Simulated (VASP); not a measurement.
Input of a VASP 6.6.1 run:

Contents of INCAR:

```
SYSTEM = WS2
PREC = Accurate
ENCUT = 520
EDIFF = 1E-6
ISMEAR = 0
SIGMA = 0.05
LREAL = .False.
LASPH = .True.
NELM = 100
ALGO = Normal
ISIF = 2
LWAVE = .False.
LCHARG = .False.
NBANDS = 20
```

Contents of KPOINTS:

```
Automatic mesh
0
Gamma
  12 12 2
  0 0 0
```

Contents of POSCAR:

```
WS2
1.0
    3.3108570094      0.0000000000      0.0000000000
   -1.6554285047      2.8672862784      0.0000000000
    0.0000000000      0.0000000000     16.2725547744
W S
1 2
Direct
    0.3333333333      0.6666666667      0.0000000000
    0.6666666667      0.3333333333      0.9079994900
    0.6666666667      0.3333333333      0.0920005100
```

Potentials or basis: VASP PAW LDA potentials, release 64 (W_sv, S).

Run with:

```sh
$ cat potpaw_LDA.64/W_sv/POTCAR potpaw_LDA.64/S/POTCAR > POTCAR
$ mpirun -np 1 vasp_std > vasp.out
```

Q: Predict the largest force.

A: 0.044 eV/Å.

Q: Estimate the band gap on the k mesh.

A: 0.70 eV, indirect (least direct gap 1.30 eV).

Forces in eV/Å, atoms in the order of the input:
```
W    0.000  0.000  0.000
S    0.000  0.000 -0.044
S    0.000  0.000  0.044
```

Caveat: the cell differs from its parent crystal (strain +0.040 along x and y, -0.040 along z); spin-orbit coupling is left out, which moves the levels of the heavy elements.
